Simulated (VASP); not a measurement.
Here is a VASP 6.6.1 calculation.

INCAR

```
  ALGO = Normal
  EDIFF = 1E-8
  ENCUT = 520
  GGA = CA
  IBRION = 8
  ISIF = 2
  ISMEAR = -1
  LASPH = True
  LCHARG = False
  LREAL = False
  LWAVE = False
  NBANDS = 11
  NELM = 80
  NSW = 1
  PREC = Accurate
  SIGMA = 0.15
```

Contents of KPOINTS:

```
k-points
0
Gamma
  16 16 16
```

Contents of POSCAR:

```
HBr
1.0
    0.0000000000      2.8992219546      2.8992219546
    1.6632089327      0.0000000000      2.8992219546
    1.6632089327      2.8992219546      0.0000000000
H Br
1 1
Direct
    0.0000000000      0.0000000000      0.0000000000
    0.5000000000      0.5000000000      0.5000000000
```

Potentials or basis: VASP PAW LDA potentials, release 64 (H, Br).

Command:

```bash
$ cat potpaw_LDA.64/H/POTCAR potpaw_LDA.64/Br/POTCAR > POTCAR
$ mpirun -np 1 vasp_std > vasp.out
```

(1) Estimate the highest phonon frequency at Γ, LO-TO splitting left out.

(2) Predict the most unstable mode.

Answers

(1) 0 cm⁻¹.

(2) 1524i cm⁻¹.

Caveat: the cell stands under pressure or tension, which shifts response properties; some modes are imaginary.
